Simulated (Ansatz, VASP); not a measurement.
## Cd3SO2: VASP beside Ansatz

```
CELL_PARAMETERS angstrom
5.90841 0.00000 0.00000
0.00000 3.47178 0.00000
-2.88551 0.00000 5.21375
ATOMIC_POSITIONS crystal
Cd 0.33752 0.50000 0.87989
Cd 0.12320 0.00000 0.28608
Cd 0.71450 0.00000 0.59052
S 0.78477 0.50000 0.27759
O 0.42460 0.50000 0.55468
O 0.11541 0.00000 0.91124
```

Change from the starting cell: species swapped into the Fe2AsS3 type (Pm, No. 6).

Alike in both runs: task relaxation of cell and atoms; functional PBE; k mesh 6 × 10 × 6; occupations gaussian, width 0.1 eV; no spin polarisation.

|  | VASP | Ansatz |
| --- | --- | --- |
| version | VASP 6.6.1 | Ansatz 0.2.0 |
| potentials or method | VASP PAW PBE potentials, release 64 (Cd, S, O), cutoff 600 eV | scalar-relativistic, plane waves, PAW |
| valence electrons in the cell | 54 | 78 |

|  | VASP | Ansatz | Ansatz less VASP |
| --- | --- | --- | --- |
| relaxed volume (Å³/atom) | 17.96 | 17.83 | -0.131 |
| relaxed length of the cell vector where the two differ most in proportion (Å) | 5.925 | 5.909 | -0.0157 |

VASP's potentials hold 54 valence electrons a cell and Ansatz's 78, so a difference there can come from the potentials and not from the codes.
